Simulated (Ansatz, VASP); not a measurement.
## Eu in VASP and in Ansatz

```
CELL_PARAMETERS angstrom
-2.05443 2.05443 2.05443
2.05443 -2.05443 2.05443
2.05443 2.05443 -2.05443
ATOMIC_POSITIONS crystal
Eu 0.00000 0.00000 0.00000
```

Alike in both runs: task single point; functional LDA; k mesh 11 × 11 × 11; occupations methfessel-paxton of order 1, width 0.6 eV; collinear spin.

```csv
,VASP,Ansatz
version,VASP 6.6.1,Ansatz 0.2.0
potentials or method,"VASP PAW PBE potentials, release 64 (Eu), cutoff 520 eV","plane waves (420 eV) with PAW, scalar-relativistic"
valence electrons in the cell,17,17
```

VASP gave:

* pressure (GPa): -0.6
* net moment per atom (μB): 7.18
* size of the moment on the site where the two differ most (μB): 6.65

Q: What did Ansatz give for the same quantities?

A: Pressure (GPa): -0.3; net moment per atom (μB): 7.23; size of the moment on the site where the two differ most (μB): 6.96.

VASP's potentials were made for PBE, not for LDA, and Ansatz warns of the same on its side. LDA's correlation is that of Perdew and Zunger in VASP and of Perdew and Wang (1992) in Ansatz. Site moments also hang on the region over which each program counts them. Ansatz's warnings: stability check not made.

Spin-orbit coupling is off throughout.
